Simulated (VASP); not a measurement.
# TiPt3 (P2/m) in VASP: single point with PBEsol

Aim: the single point of TiPt3 with PBEsol.

Everything below comes from runs of VASP 6.6.1. Logs are shortened: lines on timing, memory, paths and dates and some standing lists are left out, and cuts for length are marked.

## (1) The cell of the first run

The typed cell holds 4 atoms: a = 3.899 Å, b = 3.899 Å, c = 3.906 Å, α = 90.00°, β = 86.57°, γ = 90.00°.

## (2) Single point, PBEsol (shear of c along a, cell held: +6.0 %)

File INCAR:

```
PREC = Accurate
ENCUT = 520
EDIFF = 1E-6
ISMEAR = 0
SIGMA = 0.1
LREAL = False
LASPH = True
NELM = 60
ALGO = Fast
ISIF = 2
LWAVE = False
LCHARG = False
GGA = PS
NBANDS = 29
```

File KPOINTS:

```
regular mesh
0
Gamma
  14 14 14
```

File POSCAR:

```
TiPt3
1.0
    3.8993537252      0.0000000000      0.0000000000
    0.0000000000      3.8993537252      0.0000000000
    0.2339612235      0.0000000000      3.8993537252
Ti Pt
1 3
Direct
    0.0000000000      0.0000000000      0.0000000000
    0.0000000000      0.5000000000      0.5000000000
    0.5000000000      0.0000000000      0.5000000000
    0.5000000000      0.5000000000      0.0000000000
```

Potentials or basis: VASP PAW PBE potentials, release 64 (Ti_sv, Pt).

Launch:

```sh
$ cat potpaw_PBE.64/Ti_sv/POTCAR potpaw_PBE.64/Pt/POTCAR > POTCAR
$ mpirun -np 1 vasp_std > vasp.out
```

OUTCAR:

```text
PREC = Accurate
   ENCUT = 520
   EDIFF = 1E-6
   ISMEAR = 0
   LREAL = False
   LASPH = True
   NELM = 60
   ISIF = 2
   GGA = PS

 ion  position               nearest neighbor table
   1  0.000  0.000  0.000-   3 2.68   3 2.68   4 2.76   4 2.76   4 2.76   4 2.76   2 2.76   2 2.76
                             2 2.76   2 2.76   3 2.84   3 2.84
   2  0.000  0.500  0.500-   4 2.68   4 2.68   3 2.76   3 2.76   3 2.76   3 2.76   1 2.76   1 2.76
                             1 2.76   1 2.76   4 2.84   4 2.84
   3  0.500  0.000  0.500-   1 2.68   1 2.68   2 2.76   2 2.76   2 2.76   2 2.76   4 2.76   4 2.76
                             4 2.76   4 2.76   1 2.84   1 2.84
   4  0.500  0.500  0.000-   2 2.68   2 2.68   1 2.76   1 2.76   1 2.76   1 2.76   3 2.76   3 2.76
                             3 2.76   3 2.76   2 2.84   2 2.84

  LATTYP: Found a simple monoclinic cell.
 ALAT       =     3.8993537252
 B/A-ratio  =     1.0000000000
 C/A-ratio  =     1.0017983829
 COS(beta)  =    -0.0598922907

  Lattice vectors:

 A1 = (   3.8993537252,   0.0000000000,   0.0000000000)
 A2 = (   0.0000000000,  -3.8993537252,   0.0000000000)
 A3 = (  -0.2339612235,   0.0000000000,  -3.8993537252)

Analysis of symmetry for initial positions (statically):
=====================================================================
 Subroutine PRICEL returns:
 Original cell was already a primitive cell.

 Routine SETGRP: Setting up the symmetry group for a
 simple monoclinic supercell.

 Subroutine GETGRP returns: Found  4 space group operations
 (whereof  4 operations were pure point group operations)
 out of a pool of  4 trial point group operations.

The static configuration has the point symmetry C_2h.

Analysis of symmetry for dynamics (positions and initial velocities):
=====================================================================
 Subroutine PRICEL returns:
 Original cell was already a primitive cell.

 Routine SETGRP: Setting up the symmetry group for a
 simple monoclinic supercell.

 Subroutine GETGRP returns: Found  4 space group operations
 (whereof  4 operations were pure point group operations)
 out of a pool of  4 trial point group operations.

The dynamic configuration has the point symmetry C_2h.

 Subroutine INISYM returns: Found  4 space group operations
 (whereof  4 operations are pure point group operations),
 and found     1 'primitive' translations

----------------------------------------------------------------------------------------

                                     Primitive cell

  volume of cell :      59.2895

  direct lattice vectors                    reciprocal lattice vectors
     3.899353725  0.000000000  0.000000000     0.256452754  0.000000000 -0.015387165
     0.000000000  3.899353725  0.000000000     0.000000000  0.256452754  0.000000000
     0.233961224  0.000000000  3.899353725     0.000000000  0.000000000  0.256452754

  length of vectors
     3.899353725  3.899353725  3.906366256     0.256913954  0.256452754  0.256452754

  position of ions in fractional coordinates (direct lattice)
     0.000000000  0.000000000  0.000000000
     1.000000000  0.500000000  0.500000000
     0.500000000  0.000000000  0.500000000
     0.500000000  0.500000000  0.000000000

  ion indices of the primitive-cell ions
   primitive index   ion index
                 1           1
                 2           2
                 3           3
                 4           4

----------------------------------------------------------------------------------------

 KPOINTS: regular mesh

Automatic generation of k-mesh.
 Grid dimensions read from file:
 generate k-points for:   14   14   14

 Generating k-lattice:

  Cartesian coordinates                     Fractional coordinates (reciprocal lattice)
     0.018318054  0.000000000 -0.001099083     0.071428571  0.000000000 -0.000000000
     0.000000000  0.018318054  0.000000000     0.000000000  0.071428571  0.000000000
     0.000000000  0.000000000  0.018318054     0.000000000  0.000000000  0.071428571

  Length of vectors
     0.018350997  0.018318054  0.018318054

  Shift w.r.t. Gamma in fractional coordinates (k-lattice)
     0.000000000  0.000000000  0.000000000

 Subroutine IBZKPT returns following result:
 ===========================================

 Found    800 irreducible k-points:

 Following reciprocal coordinates:
            Coordinates               Weight
  0.000000  0.000000  0.000000      1.000000
  0.071429  0.000000  0.000000      2.000000
  0.142857  0.000000  0.000000      2.000000
  0.214286  0.000000  0.000000      2.000000
  0.285714  0.000000  0.000000      2.000000
  0.357143  0.000000  0.000000      2.000000
[... 16 lines left out ...]
  0.428571  0.142857  0.000000      4.000000
  0.500000  0.142857 -0.000000      2.000000
 [... further k-points ...]
   k-points           NKPTS =    800   k-points in BZ     NKDIM =    800   number of bands    NBANDS=     29
   number of dos      NEDOS =    301   number of ions     NIONS =      4
   total plane-waves  NPLWV =  27000
   dimension x,y,z NGX =    30 NGY =   30 NGZ =   30
   dimension x,y,z NGXF=    60 NGYF=   60 NGZF=   60
   ions per type =               1   3
   NGX,Y,Z   is equivalent  to a cutoff of  12.79, 12.79, 12.77 a.u.
   NGXF,Y,Z  is equivalent  to a cutoff of  25.58, 25.58, 25.53 a.u.
 SYSTEM =  unknown system
   PREC   = accura    normal or accurate (medium, high low for compatibility)
   ISTART =      0    job   : 0-new  1-cont  2-samecut
   ICHARG =      2    charge: 1-file 2-atom 10-const
   ISPIN  =      1    spin polarized calculation?
   LNONCOLLINEAR =      F non collinear calculations
   LSORBIT =      F    spin-orbit coupling
   LASPH  =      T    aspherical Exc in radial PAW
   ENCUT  =  520.0 eV  38.22 Ry    6.18 a.u.   7.25  7.25  7.26*2*pi/ulx,y,z
   NELM   =     60;   NELMIN=  2; NELMDL= -5     # of ELM steps
   EDIFF  = 0.1E-05   stopping-criterion for ELM
   LREAL  =      F    real-space projection
   EDIFFG = 0.1E-04   stopping-criterion for IOM
   NSW    =      0    number of steps for IOM
   IBRION =     -1    ionic relax: 0-MD 1-quasi-New 2-CG
   NFREE  =      0    steps in history (QN), initial steepest desc. (CG)
   ISIF   =      2    stress and relaxation
   ISYM   =      2    0-nonsym 1-usesym 2-fastsym
   POTIM  = 0.5000    time-step for ionic-motion
   TEBEG  =    0.0;   TEEND  =   0.0 temperature during run
   PSTRESS=    0.0 pullay stress
   NELECT =      42.0000    total number of electrons
   NUPDOWN=      -1.0000    fix difference up-down
   EMIN   =  10.00;   EMAX   =-10.00  energy-range for DOS
   EFERMI =   0.00;   METHOD = LEGACY
   ISMEAR =     0;   SIGMA  =   0.10  broadening in eV -4-tet -1-fermi 0-gaus
   EFERMI_NEDOS =   21; number of points for ismear=-14 and -15
   IALGO  =     68    algorithm
   IMIX   =      4    mixing-type and parameters
     AMIX     =   0.40;   BMIX     =  1.00
     AMIX_MAG =   1.60;   BMIX_MAG =  1.00
  volume/ion in A,a.u.               =      14.82       100.03
  Fermi-wavevector in a.u.,A,eV,Ry     =   1.459370  2.757809 28.977139  2.129760
  Thomas-Fermi vector in A             =   2.575945
   LORBIT       =      0    0 simple, 1 ext, 2 COOP (PROOUT), +10 PAW based schemes
   GGA     = PS    functional components
   LHFCALC =     F    Hartree Fock is set to
   AEXX    =    0.0000 exact exchange contribution
   IVDW    =     0    specifies the selected vdW correction
   LEPSILON=     F    determine dielectric tensor
   LRPA    =     F    only Hartree local field effects (RPA)
 non-spin polarized calculation
 RMM-DIIS sequential band-by-band and
 Gauss-broadening in eV      SIGMA  =   0.10
  energy-cutoff  :      520.00
  volume of cell :       59.29
 maximum number of plane-waves:      1614
 NGX is ok and might be reduce to    30
   NGX = 15   NGY = 15   NGZ = 15

 number of electron      41.9999998 magnetization

 Free energy of the ion-electron system (eV)
  ---------------------------------------------------
  ext. energy  EPLUGINS =         0.00000000
  ---------------------------------------------------
  free energy    TOTEN  =       -32.65750545 eV

  energy without entropy =      -32.65088983  energy(sigma->0) =      -32.65419764

 E-fermi :  11.6584     XC(G=0): -13.4099

 val. band max:       11.6575394535   @ k =  -0.4286   0.0714   0.1429
 cond. band min:      11.6590220547   @ k =   0.0000   0.0714   0.0714
 fundamental gap:      0.0014826012
 Fermi energy:        11.6583574912

 k-point     1 :       0.0000    0.0000    0.0000
  band No.  band energies     occupation
      1     -46.2773      2.00000
      2     -22.6073      2.00000
      3     -22.5973      2.00000
      4     -22.5894      2.00000
      5       1.4026      2.00000
      6       4.2361      2.00000
[... 21 lines left out ...]
     28      13.7415      0.00000
     29      20.0616      0.00000

 k-point     2 :       0.0714    0.0000    0.0000
  band No.  band energies     occupation
      1     -46.2772      2.00000
      2     -22.6080      2.00000
      3     -22.5975      2.00000
      4     -22.5904      2.00000
      5       1.4711      2.00000
      6       4.2801      2.00000
[... 21 lines left out ...]
     28      14.1694      0.00000
     29      19.9261      0.00000

 k-point     3 :       0.1429    0.0000    0.0000
  band No.  band energies     occupation
      1     -46.2769      2.00000
      2     -22.6104      2.00000
      3     -22.5982      2.00000
      4     -22.5930      2.00000
      5       1.6738      2.00000
      6       4.4071      2.00000
[... 21 lines left out ...]
     28      15.0030      0.00000
     29      19.5731      0.00000

 k-point     4 :       0.2143    0.0000    0.0000
  band No.  band energies     occupation
      1     -46.2765      2.00000
      2     -22.6144      2.00000
      3     -22.5991      2.00000
      4     -22.5961      2.00000
      5       2.0014      2.00000
      6       4.5999      2.00000
[... 21 lines left out ...]
     28      15.9437      0.00000
     29      19.1863      0.00000

 k-point     5 :       0.2857    0.0000    0.0000
  band No.  band energies     occupation
      1     -46.2760      2.00000
      2     -22.6195      2.00000
      3     -22.6001      2.00000
      4     -22.5988      2.00000
      5       2.4347      2.00000
      6       4.8033      2.00000
[... 21 lines left out ...]
     28      16.9154      0.00000
     29      18.8503      0.00000
[... 510 lines left out ...]
     28      17.4691      0.00000
     29      18.6246      0.00000

 k-point    22 :       0.3571    0.1429    0.0000
  band No.  band energies     occupation
      1     -46.2755      2.00000
      2     -22.6239      2.00000
      3     -22.6045      2.00000
      4     -22.6013      2.00000
      5       3.1520      2.00000
      6       5.0729      2.00000
[... 21 lines left out ...]
     28      18.0832      0.00000
     29      18.5959      0.00000

 k-point    23 :       0.4286    0.1429    0.0000
  band No.  band energies     occupation
      1     -46.2752      2.00000
      2     -22.6272      2.00000
      3     -22.6049      2.00000
      4     -22.6025      2.00000
      5       3.6248      2.00000
      6       5.0019      2.00000
[... 21 lines left out ...]
     28      18.0765      0.00000
     29      19.2948      0.00000

 k-point    24 :       0.5000    0.1429   -0.0000
  band No.  band energies     occupation
      1     -46.2751      2.00000
      2     -22.6283      2.00000
      3     -22.6050      2.00000
      4     -22.6030      2.00000
      5       3.8644      2.00000
      6       4.9094      2.00000
[... 21 lines left out ...]
     28      18.0654      0.00000
     29      19.9547      0.00000

 [... further k-points ...]
[... 5 lines left out ...]
  --------------------------------------------------------------------------------------
  -------------------------------------------------------------------------------------
  Total        0.3760566     -0.2911042      0.6760913      0.0000000      0.0000000     -3.4737719
  in kB       10.1621579     -7.8664929     18.2699779      0.0000000      0.0000000    -93.8715478
  external PRESSURE =       6.8552143 kB  Pullay stress =       0.0000000 kB

 VOLUME and BASIS-vectors are now :
 -----------------------------------------------------------------------------
  energy-cutoff  :      520.00
  volume of cell :       59.29
      direct lattice vectors                 reciprocal lattice vectors
     3.899353725  0.000000000  0.000000000     0.256452754  0.000000000 -0.015387165
     0.000000000  3.899353725  0.000000000     0.000000000  0.256452754  0.000000000
     0.233961224  0.000000000  3.899353725     0.000000000  0.000000000  0.256452754

 POSITION                                       TOTAL-FORCE (eV/Angst)
 -----------------------------------------------------------------------------------
      0.00000      0.00000      0.00000         0.000000      0.000000      0.000000
      0.11698      1.94968      1.94968         0.000000      0.000000      0.000000
      2.06666      0.00000      1.94968        -0.000000      0.000000      0.000000
      1.94968      1.94968      0.00000         0.000000      0.000000      0.000000
 -----------------------------------------------------------------------------------
    total drift:                               -0.000000      0.000000     -0.000000

  FREE ENERGIE OF THE ION-ELECTRON SYSTEM (eV)
  ---------------------------------------------------
  free  energy   TOTEN  =       -32.6575054540 eV

  energy  without entropy=      -32.6508898333  energy(sigma->0) =      -32.65419764
```

It took 52 min on 1 thread of Oxide Virtual Turin-like, shared host; peak memory 1.1 GiB.

Results:

- Free energy: -32.6575 eV
- Pressure: 0.7 GPa
- Band gap on the k mesh: zero (bands 21 and 22 overlap by 1.79 eV)

Levels at points of the mesh, in eV from the Fermi level:
```
           k point  band 18  band 19  band 20  band 21  band 22  band 23  band 24  band 25
(0.00, 0.00, 0.00)     0.03     0.06     0.11     1.38     1.45     1.54     1.55     1.61
(0.50, 0.00, 0.00)    -2.67    -2.62    -1.37    -0.21    -0.20     0.04     0.47     0.77
(0.00, 0.50, 0.00)    -2.58    -2.37    -1.32    -0.39     0.02     0.04     0.47     0.80
(0.50, 0.50, 0.00)    -3.10    -2.45    -2.29    -2.26     0.21     0.22     0.38     1.50
(0.00, 0.00, 0.50)    -2.66    -2.62    -1.35    -0.21    -0.19     0.06     0.46     0.78
(0.50, 0.00, 0.50)    -2.69    -2.45    -2.43    -2.06     0.09     0.39     0.41     0.89
(0.00, 0.50, 0.50)    -3.11    -2.45    -2.30    -2.27     0.21     0.21     0.38     1.48
(0.50, 0.50, 0.50)    -1.00    -0.70    -0.54    -0.45    -0.41    -0.21     1.02     1.17
```

Caveat: the cell differs from its parent crystal (shear of c along a, cell held: +6.0 %); the PAW data sets were made with another functional, which shifts forces and pressure a little; spin-orbit coupling is left out, which moves the levels of the heavy elements.
